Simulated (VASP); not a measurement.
# Ga2Cu (P4/mmm) in VASP: single point with LDA

Aim: the single point of Ga2Cu with LDA.

All numbers are computed with VASP 6.6.1; they aren't measurements. Logs are shortened: lines on timing, memory, paths and dates and some standing lists are left out, and cuts for length are marked.

## 1. The cell of the first run

Symmetry: P4/mmm, No. 123, tetragonal system. Conventional cell: a = 2.830 Å, b = 2.830 Å, c = 5.839 Å, α = 90.00°, β = 90.00°, γ = 90.00°. Within 3.2 Å of Ga (site symmetry 4mm) lie 5 Ga at 2.39 to 2.83 Å and 4 Cu at 2.64 Å. Cu (site symmetry 4/mmm) has 8 Ga at 2.64 Å and 4 Cu at 2.83 Å within 3.5 Å.

## 2. Single point, LDA

Input file INCAR:

```
SYSTEM = Ga2Cu
PREC     = Accurate       ! precision mode
ENCUT    = 600            ! plane-wave cutoff, eV
EDIFF    = 1E-6           ! SCF threshold, eV
ISMEAR   = 0              ! smearing method
SIGMA    = 0.05           ! smearing width, eV
LREAL    = .FALSE.        ! projectors in reciprocal space
LASPH    = .TRUE.         ! aspherical terms in the spheres
NELM     = 120            ! most SCF steps
ALGO     = Normal         ! electronic algorithm
ISIF     = 2              ! what is computed and relaxed
LWAVE    = .FALSE.        ! write WAVECAR
LCHARG   = .FALSE.        ! write CHGCAR
GGA      = CA             ! functional
NBANDS   = 86             ! bands
GGA_COMPAT= .FALSE.
```

Input file KPOINTS:

```
regular mesh
0
G
  2 2 2
  0 0 0
```

Input file POSCAR:

```
Ga2Cu
1.0
    5.6600000000      0.0000000000      0.0000000000
    0.0000000000      5.6600000000      0.0000000000
    0.0000000000      0.0000000000      5.8390000000
Ga Cu
8 4
Direct
    0.2500000000      0.2500000000      0.2950000000
    0.2500000000      0.2500000000      0.7050000000
    0.2500000000      0.7500000000      0.2950000000
    0.2500000000      0.7500000000      0.7050000000
    0.7500000000      0.2500000000      0.2950000000
    0.7500000000      0.2500000000      0.7050000000
    0.7500000000      0.7500000000      0.2950000000
    0.7500000000      0.7500000000      0.7050000000
    0.0000000000      0.0000000000      0.0000000000
    0.0000000000      0.5000000000      0.0000000000
    0.5000000000      0.0000000000      0.0000000000
    0.5000000000      0.5000000000      0.0000000000
```

Potentials or basis: VASP PAW LDA potentials, release 64 (Ga_d, Cu).

Started as:

```bash
$ cat potpaw_LDA.64/Ga_d/POTCAR potpaw_LDA.64/Cu/POTCAR > POTCAR
$ mpirun -np 1 vasp_std > vasp.out
```

OUTCAR:

```text
SYSTEM = Ga2Cu
   PREC = Accurate
   ENCUT = 600
   EDIFF = 1E-6
   ISMEAR = 0
   LREAL = .FALSE.
   LASPH = .TRUE.
   NELM = 120
   ISIF = 2
   GGA = CA

 ion  position               nearest neighbor table
   1  0.250  0.250  0.295-   2 2.39   9 2.64  10 2.64  11 2.64  12 2.64   3 2.83   5 2.83   3 2.83
                             5 2.83
   2  0.250  0.250  0.705-   1 2.39   9 2.64  10 2.64  11 2.64  12 2.64   4 2.83   6 2.83   4 2.83
                             6 2.83
   3  0.250  0.750  0.295-   4 2.39   9 2.64  10 2.64  11 2.64  12 2.64   1 2.83   7 2.83   1 2.83
                             7 2.83
   4  0.250  0.750  0.705-   3 2.39   9 2.64  10 2.64  11 2.64  12 2.64   2 2.83   8 2.83   2 2.83
                             8 2.83
   5  0.750  0.250  0.295-   6 2.39   9 2.64  10 2.64  11 2.64  12 2.64   1 2.83   7 2.83   7 2.83
                             1 2.83
   6  0.750  0.250  0.705-   5 2.39   9 2.64  10 2.64  11 2.64  12 2.64   2 2.83   8 2.83   8 2.83
                             2 2.83
   7  0.750  0.750  0.295-   8 2.39   9 2.64  10 2.64  11 2.64  12 2.64   5 2.83   3 2.83   5 2.83
                             3 2.83
   8  0.750  0.750  0.705-   7 2.39   9 2.64  10 2.64  11 2.64  12 2.64   6 2.83   4 2.83   6 2.83
                             4 2.83
   9  0.000  0.000  0.000-   1 2.64   2 2.64   3 2.64   4 2.64   5 2.64   6 2.64   7 2.64   8 2.64

  10  0.000  0.500  0.000-   1 2.64   2 2.64   3 2.64   4 2.64   5 2.64   6 2.64   7 2.64   8 2.64

  11  0.500  0.000  0.000-   1 2.64   2 2.64   3 2.64   4 2.64   5 2.64   6 2.64   7 2.64   8 2.64

  12  0.500  0.500  0.000-   1 2.64   2 2.64   3 2.64   4 2.64   5 2.64   6 2.64   7 2.64   8 2.64

  LATTYP: Found a simple tetragonal cell.
 ALAT       =     5.6600000000
 C/A-ratio  =     1.0316254417

  Lattice vectors:

 A1 = (   5.6600000000,   0.0000000000,   0.0000000000)
 A2 = (   0.0000000000,   5.6600000000,   0.0000000000)
 A3 = (   0.0000000000,   0.0000000000,   5.8390000000)

Analysis of symmetry for initial positions (statically):
=====================================================================
 Subroutine PRICEL returns following result:

  LATTYP: Found a simple tetragonal cell.
 ALAT       =     2.8300000000
 C/A-ratio  =     2.0632508834

  Lattice vectors:

 A1 = (   2.8300000000,   0.0000000000,   0.0000000000)
 A2 = (   0.0000000000,   2.8300000000,   0.0000000000)
 A3 = (   0.0000000000,   0.0000000000,   5.8390000000)

   4 primitive cells build up your supercell.

 Routine SETGRP: Setting up the symmetry group for a
 simple tetragonal supercell.

 Subroutine GETGRP returns: Found 16 space group operations
 (whereof 16 operations were pure point group operations)
 out of a pool of 16 trial point group operations.

The static configuration has the point symmetry D_4h.

Analysis of symmetry for dynamics (positions and initial velocities):
=====================================================================
 Subroutine PRICEL returns following result:

  LATTYP: Found a simple tetragonal cell.
 ALAT       =     2.8300000000
 C/A-ratio  =     2.0632508834

  Lattice vectors:

 A1 = (   2.8300000000,   0.0000000000,   0.0000000000)
 A2 = (   0.0000000000,   2.8300000000,   0.0000000000)
 A3 = (   0.0000000000,   0.0000000000,   5.8390000000)

   4 primitive cells build up your supercell.

 Routine SETGRP: Setting up the symmetry group for a
 simple tetragonal supercell.

 Subroutine GETGRP returns: Found 16 space group operations
 (whereof 16 operations were pure point group operations)
 out of a pool of 16 trial point group operations.

The dynamic configuration has the point symmetry D_4h.

 Subroutine INISYM returns: Found 16 space group operations
 (whereof 16 operations are pure point group operations),
 and found     4 'primitive' translations

----------------------------------------------------------------------------------------

                                     Primitive cell

  volume of cell :      46.7640

  direct lattice vectors                    reciprocal lattice vectors
     2.830000000  0.000000000  0.000000000     0.353356890  0.000000000  0.000000000
     0.000000000  2.830000000  0.000000000     0.000000000  0.353356890  0.000000000
     0.000000000  0.000000000  5.839000000     0.000000000  0.000000000  0.171262202

  length of vectors
     2.830000000  2.830000000  5.839000000     0.353356890  0.353356890  0.171262202

  position of ions in fractional coordinates (direct lattice)
     0.500000000  0.500000000  0.295000000
     0.500000000  0.500000000  0.705000000
     0.000000000  0.000000000  0.000000000

  ion indices of the primitive-cell ions
   primitive index   ion index
                 1           1
                 2           2
                 3           9

----------------------------------------------------------------------------------------

 KPOINTS: regular mesh

Automatic generation of k-mesh.
 Grid dimensions read from file:
 generate k-points for:    2    2    2

 Generating k-lattice:

  Cartesian coordinates                     Fractional coordinates (reciprocal lattice)
     0.088339223  0.000000000  0.000000000     0.500000000  0.000000000  0.000000000
     0.000000000  0.088339223  0.000000000     0.000000000  0.500000000  0.000000000
     0.000000000  0.000000000  0.085631101     0.000000000  0.000000000  0.500000000

  Length of vectors
     0.088339223  0.088339223  0.085631101

  Shift w.r.t. Gamma in fractional coordinates (k-lattice)
     0.000000000  0.000000000  0.000000000

 Subroutine IBZKPT returns following result:
 ===========================================

 Found      6 irreducible k-points:

 Following reciprocal coordinates:
            Coordinates               Weight
  0.000000  0.000000  0.000000      1.000000
  0.500000  0.000000  0.000000      2.000000
  0.500000  0.500000  0.000000      1.000000
  0.000000  0.000000  0.500000      1.000000
  0.500000  0.000000  0.500000      2.000000
  0.500000  0.500000  0.500000      1.000000
   k-points           NKPTS =      6   k-points in BZ     NKDIM =      6   number of bands    NBANDS=     86
   number of dos      NEDOS =    301   number of ions     NIONS =     12
   total plane-waves  NPLWV = 110592
   dimension x,y,z NGX =    48 NGY =   48 NGZ =   48
   dimension x,y,z NGXF=    96 NGYF=   96 NGZF=   96
   ions per type =               8   4
   NGX,Y,Z   is equivalent  to a cutoff of  14.10, 14.10, 13.67 a.u.
   NGXF,Y,Z  is equivalent  to a cutoff of  28.20, 28.20, 27.33 a.u.
 SYSTEM =  Ga2Cu
   PREC   = accura    normal or accurate (medium, high low for compatibility)
   ISTART =      0    job   : 0-new  1-cont  2-samecut
   ICHARG =      2    charge: 1-file 2-atom 10-const
   ISPIN  =      1    spin polarized calculation?
   LNONCOLLINEAR =      F non collinear calculations
   LSORBIT =      F    spin-orbit coupling
   LASPH  =      T    aspherical Exc in radial PAW
   ENCUT  =  600.0 eV  44.10 Ry    6.64 a.u.  11.30 11.30 11.66*2*pi/ulx,y,z
   NELM   =    120;   NELMIN=  2; NELMDL= -5     # of ELM steps
   EDIFF  = 0.1E-05   stopping-criterion for ELM
   LREAL  =      F    real-space projection
   EDIFFG = 0.1E-04   stopping-criterion for IOM
   NSW    =      0    number of steps for IOM
   IBRION =     -1    ionic relax: 0-MD 1-quasi-New 2-CG
   NFREE  =      0    steps in history (QN), initial steepest desc. (CG)
   ISIF   =      2    stress and relaxation
   ISYM   =      2    0-nonsym 1-usesym 2-fastsym
   POTIM  = 0.5000    time-step for ionic-motion
   TEBEG  =    0.0;   TEEND  =   0.0 temperature during run
   PSTRESS=    0.0 pullay stress
   NELECT =     148.0000    total number of electrons
   NUPDOWN=      -1.0000    fix difference up-down
   EMIN   =  10.00;   EMAX   =-10.00  energy-range for DOS
   EFERMI =   0.00;   METHOD = LEGACY
   ISMEAR =     0;   SIGMA  =   0.05  broadening in eV -4-tet -1-fermi 0-gaus
   EFERMI_NEDOS =   21; number of points for ismear=-14 and -15
   IALGO  =     38    algorithm
   IMIX   =      4    mixing-type and parameters
     AMIX     =   0.40;   BMIX     =  1.00
     AMIX_MAG =   1.60;   BMIX_MAG =  1.00
  volume/ion in A,a.u.               =      15.59       105.19
  Fermi-wavevector in a.u.,A,eV,Ry     =   1.514159  2.861347 31.193791  2.292679
  Thomas-Fermi vector in A             =   2.623854
   LORBIT       =      0    0 simple, 1 ext, 2 COOP (PROOUT), +10 PAW based schemes
   GGA     = CA    functional components
   LHFCALC =     F    Hartree Fock is set to
   AEXX    =    0.0000 exact exchange contribution
   IVDW    =     0    specifies the selected vdW correction
   LEPSILON=     F    determine dielectric tensor
   LRPA    =     F    only Hartree local field effects (RPA)
 non-spin polarized calculation
 Gauss-broadening in eV      SIGMA  =   0.05
  energy-cutoff  :      600.00
  volume of cell :      187.06
 maximum number of plane-waves:      6278
 NGX is ok and might be reduce to    48
   NGX = 23   NGY = 23   NGZ = 23

 number of electron     148.0000004 magnetization

 Free energy of the ion-electron system (eV)
  ---------------------------------------------------
  ext. energy  EPLUGINS =         0.00000000
  ---------------------------------------------------
  free energy    TOTEN  =       -48.23797438 eV

  energy without entropy =      -48.23797436  energy(sigma->0) =      -48.23797437

 E-fermi :   6.6525     XC(G=0): -12.0142

 val. band max:        6.4703461807   @ k =   0.0000   0.0000   0.5000
 cond. band min:       6.8391668984   @ k =   0.5000   0.0000   0.0000
 fundamental gap:      0.3688207178
 Fermi energy:         6.6524881176

 k-point     1 :       0.0000    0.0000    0.0000
  band No.  band energies     occupation
      1      -8.9758      2.00000
      2      -8.9273      2.00000
      3      -8.9273      2.00000
      4      -8.8871      2.00000
      5      -8.8535      2.00000
      6      -8.8535      2.00000
[... 78 lines left out ...]
     85      10.9918      0.00000
     86      11.4173      0.00000

 k-point     2 :       0.5000    0.0000    0.0000
  band No.  band energies     occupation
      1      -8.9478      2.00000
      2      -8.9478      2.00000
      3      -8.8773      2.00000
      4      -8.8773      2.00000
      5      -8.8289      2.00000
      6      -8.8289      2.00000
[... 78 lines left out ...]
     85      12.4955      0.00000
     86      12.4955      0.00000

 k-point     3 :       0.5000    0.5000    0.0000
  band No.  band energies     occupation
      1      -8.9041      2.00000
      2      -8.9041      2.00000
      3      -8.9041      2.00000
      4      -8.9041      2.00000
      5      -8.7452      2.00000
      6      -8.7452      2.00000
[... 78 lines left out ...]
     85      11.6746      0.00000
     86      11.6746      0.00000

 k-point     4 :       0.0000    0.0000    0.5000
  band No.  band energies     occupation
      1      -8.9344      2.00000
      2      -8.8957      2.00000
      3      -8.8957      2.00000
      4      -8.8807      2.00000
      5      -8.8366      2.00000
      6      -8.8148      2.00000
[... 78 lines left out ...]
     85      11.5548      0.00000
     86      12.2549      0.00000

 k-point     5 :       0.5000    0.0000    0.5000
  band No.  band energies     occupation
      1      -8.9116      2.00000
      2      -8.9116      2.00000
      3      -8.8321      2.00000
      4      -8.8321      2.00000
      5      -8.8025      2.00000
      6      -8.8025      2.00000
[... 78 lines left out ...]
     85      11.5766      0.00000
     86      11.5770      0.00000

 k-point     6 :       0.5000    0.5000    0.5000
  band No.  band energies     occupation
      1      -8.8590      2.00000
      2      -8.8590      2.00000
      3      -8.8590      2.00000
      4      -8.8590      2.00000
      5      -8.7182      2.00000
      6      -8.7182      2.00000
[... 78 lines left out ...]
     85       9.6087      0.00000
     86       9.6088      0.00000

------------------------ aborting loop because EDIFF is reached ----------------------------------------

  FORCE on cell =-STRESS in cart. coord.  units (eV):
  Direction    XX          YY          ZZ          XY          YZ          ZX
  --------------------------------------------------------------------------------------
  -------------------------------------------------------------------------------------
  Total      -11.3614630    -11.3614630      3.1921578      0.0000000      0.0000000      0.0000000
  in kB      -97.3135916    -97.3135916     27.3415792      0.0000000      0.0000000      0.0000000
  external PRESSURE =     -55.7618680 kB  Pullay stress =       0.0000000 kB

 VOLUME and BASIS-vectors are now :
 -----------------------------------------------------------------------------
  energy-cutoff  :      600.00
  volume of cell :      187.06
      direct lattice vectors                 reciprocal lattice vectors
     5.660000000  0.000000000  0.000000000     0.176678445  0.000000000  0.000000000
     0.000000000  5.660000000  0.000000000     0.000000000  0.176678445  0.000000000
     0.000000000  0.000000000  5.839000000     0.000000000  0.000000000  0.171262202

 POSITION                                       TOTAL-FORCE (eV/Angst)
 -----------------------------------------------------------------------------------
      1.41500      1.41500      1.72251         0.000000     -0.000000     -1.109163
      1.41500      1.41500      4.11649         0.000000      0.000000      1.109163
      1.41500      4.24500      1.72251        -0.000000     -0.000000     -1.109163
      1.41500      4.24500      4.11649         0.000000     -0.000000      1.109163
      4.24500      1.41500      1.72251         0.000000      0.000000     -1.109163
      4.24500      1.41500      4.11649        -0.000000     -0.000000      1.109163
      4.24500      4.24500      1.72251        -0.000000      0.000000     -1.109163
      4.24500      4.24500      4.11649         0.000000     -0.000000      1.109163
      0.00000      0.00000      0.00000         0.000000     -0.000000     -0.000000
      0.00000      2.83000      0.00000        -0.000000     -0.000000     -0.000000
      2.83000      0.00000      0.00000        -0.000000      0.000000     -0.000000
      2.83000      2.83000      0.00000         0.000000      0.000000     -0.000000
 -----------------------------------------------------------------------------------
    total drift:                                0.000000      0.000000     -0.000000

  FREE ENERGIE OF THE ION-ELECTRON SYSTEM (eV)
  ---------------------------------------------------
  free  energy   TOTEN  =       -48.2379743835 eV

  energy  without entropy=      -48.2379743588  energy(sigma->0) =      -48.23797437
```

It took 2 min on 1 thread of Intel Xeon Platinum 8375C at 2.90GHz (Ice Lake), shared host; peak memory 0.29 GiB.

Results:

```yaml
Free_energy: -48.2380 eV
Pressure: -5.6 GPa
Largest_force: 1.109 eV/Å
Band_gap_on_the_k_mesh: zero (bands 74 and 75 overlap by 3.09 eV)
```

Forces in eV/Å, atoms in the order of the input:
```
Ga   0.000  0.000 -1.109
Ga   0.000  0.000  1.109
Ga   0.000  0.000 -1.109
Ga   0.000  0.000  1.109
Ga   0.000  0.000 -1.109
Ga   0.000  0.000  1.109
Ga   0.000  0.000 -1.109
Ga   0.000  0.000  1.109
Cu   0.000  0.000  0.000
Cu   0.000  0.000  0.000
Cu   0.000  0.000  0.000
Cu   0.000  0.000  0.000
```

Levels at points of the mesh, in eV from the Fermi level:
```
           k point  band 71  band 72  band 73  band 74  band 75  band 76  band 77  band 78  band 79  band 80
(0.00, 0.00, 0.00)    -2.35    -2.35    -2.30    -2.30    -1.09    -1.09     0.98     1.57     1.57     2.16
(0.50, 0.00, 0.00)    -0.99    -0.99    -0.68    -0.68    -0.56    -0.56     0.19     0.19     2.33     2.33
(0.50, 0.50, 0.00)    -2.76    -2.76     0.76     0.76     0.76     0.76     1.96     1.96     1.96     1.96
(0.00, 0.00, 0.50)    -2.17    -1.83    -1.08    -1.08    -0.18    -0.18     0.66     0.70     2.74     3.04
(0.50, 0.00, 0.50)    -2.00    -2.00    -0.71    -0.71     1.37     1.37     1.54     1.54     1.64     1.64
(0.50, 0.50, 0.50)     0.58     0.58     2.00     2.00     2.00     2.00     2.08     2.08     2.08     2.08
```

Caveat: the k points lie up to 0.56 Å⁻¹ apart, too coarse for converged energies and pressures of a metal; forces of over 1 eV/Å act on the atoms, so gaps and moduli don't describe the material at rest.
